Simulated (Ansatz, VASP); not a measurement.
Ce in VASP and in Ansatz

Contents of INCAR:

```
SYSTEM = Ce
PREC = Accurate
ENCUT = 520
EDIFF = 1E-6
ISMEAR = -1
SIGMA = 0.05
LREAL = .False.
LASPH = .True.
NELM = 80
ALGO = Normal
ISIF = 2
LWAVE = .False.
LCHARG = .False.
GGA = CA
NBANDS = 19
```

File KPOINTS:

```
Automatic mesh
0
Gamma
  15 15 7
  0 0 0
```

Contents of POSCAR:

```
Ce
1.0
    3.2255505688      0.0000000000      0.0000000000
   -1.6127752844      2.7934087338      0.0000000000
    0.0000000000      0.0000000000      5.9812049394
Ce
2
Direct
    0.3333333333      0.6666666667      0.2500000000
    0.6666666667      0.3333333333      0.7500000000
```

Input for Ansatz:

```yaml
crystal:
  lattice:
    - [3.2255505688, 0.0, 0.0]
    - [-1.6127752844, 2.7934087338, 0.0]
    - [0.0, 0.0, 5.9812049394]
  atoms:
    - { symbol: Ce, position: [0.3333333333, 0.6666666667, 0.25] }
    - { symbol: Ce, position: [0.6666666667, 0.3333333333, 0.75] }
kpoints:
  mp_grid: { grid: [15, 15, 7] }
scf:
  occupations: { method: fermi_dirac, width: 0.05 }
hamiltonian:
  xc: lda
  pseudopotentials: { kind: all_electron, lapw: { basis_error: 0.00025 } }
output:
  forces: true
  stress: true
  eigenvalues: true
```

Change from the starting cell: volume scaled by 1.06.

Alike in both runs: task single point; functional LDA; k mesh 15 × 15 × 7; occupations fermi-dirac, width 0.05 eV; no spin polarisation.

|  | VASP | Ansatz |
| --- | --- | --- |
| version | VASP 6.6.1 | Ansatz 0.2.0 |
| potentials or method | VASP PAW LDA potentials, release 64 (Ce), cutoff 520 eV | all-electron LAPW, scalar-relativistic |

```csv
,VASP,Ansatz,Ansatz less VASP
pressure (GPa),-6.4,-6.1,+0.28
"traceless stress, the component that is largest in VASP (GPa)",-0.67,-0.70,-0.022
```

LDA's correlation is that of Perdew and Zunger in VASP and of Perdew and Wang (1992) in Ansatz. Ansatz ran all-electron here, and VASP with PAW potentials.

Neither program's run includes spin-orbit coupling.
